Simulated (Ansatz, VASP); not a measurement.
LaH3 in VASP and in Ansatz

INCAR

```
SYSTEM = LaH3
  PREC = Accurate
  ENCUT = 600
  EDIFF = 1E-7
  ISMEAR = -1
  SIGMA = 0.15
  LREAL = .FALSE.
  LASPH = .TRUE.
  NELM = 80
  ALGO = Normal
  ISIF = 3
  LWAVE = .FALSE.
  LCHARG = .FALSE.
  IBRION = 2
  NSW = 80
  EDIFFG = -0.01
```

The input KPOINTS:

```
Automatic mesh
0
G
  6 6 6
  0 0 0
```

File POSCAR:

```
LaH3
1.0
    0.0000000000      2.7864790000      2.7864790000
    2.7864790000      0.0000000000      2.7864790000
    2.7864790000      2.7864790000      0.0000000000
La H
1 3
Direct
    0.0000000000      0.0000000000      0.0000000000
    0.5000000000      0.5000000000      0.5000000000
    0.7500000000      0.7500000000      0.7500000000
    0.2500000000      0.2500000000      0.2500000000
```

Input for Ansatz:

```yaml
crystal:
  lattice:
    - [0.0, 2.786479, 2.786479]
    - [2.786479, 0.0, 2.786479]
    - [2.786479, 2.786479, 0.0]
  atoms:
    - { symbol: La, position: [0.0, 0.0, 0.0] }
    - { symbol: H, position: [0.5, 0.5, 0.5] }
    - { symbol: H, position: [0.75, 0.75, 0.75] }
    - { symbol: H, position: [0.25, 0.25, 0.25] }
accuracy: low
basis:
  ecutwfc: 653.073269903712
kpoints:
  mp_grid:
    grid: [6, 6, 6]
hamiltonian:
  xc: lda
  dispersion: none
scf:
  convergence:
    dr2_threshold: 1.0e-06
  lower_state_search: light
  occupations:
    method: fermi_dirac
    width: 0.15
relax:
  f_tol: 0.01
  cell: {}
```

Alike in both runs: task relaxation of cell and atoms; functional LDA; k mesh 6 × 6 × 6; occupations fermi-dirac, width 0.15 eV; no spin polarisation.

|  | VASP | Ansatz |
| --- | --- | --- |
| version | VASP 6.6.1 | Ansatz 0.2.0 |
| potentials or method | VASP PAW LDA potentials, release 64 (La, H), cutoff 600 eV | plane waves, PAW |
| valence electrons in the cell | 14 | 14 |

```tsv
	VASP	Ansatz	Ansatz less VASP
relaxed volume (Å³/atom)	10.21	10.21	-0.001
relaxed cell length with the largest relative difference (Å)	3.866	3.866	-0.0001
```

LDA's correlation is that of Perdew and Zunger in VASP and of Perdew and Wang (1992) in Ansatz. Ansatz's warnings: force scf threshold loose, stress scf threshold loose.

Spin-orbit coupling is off throughout.
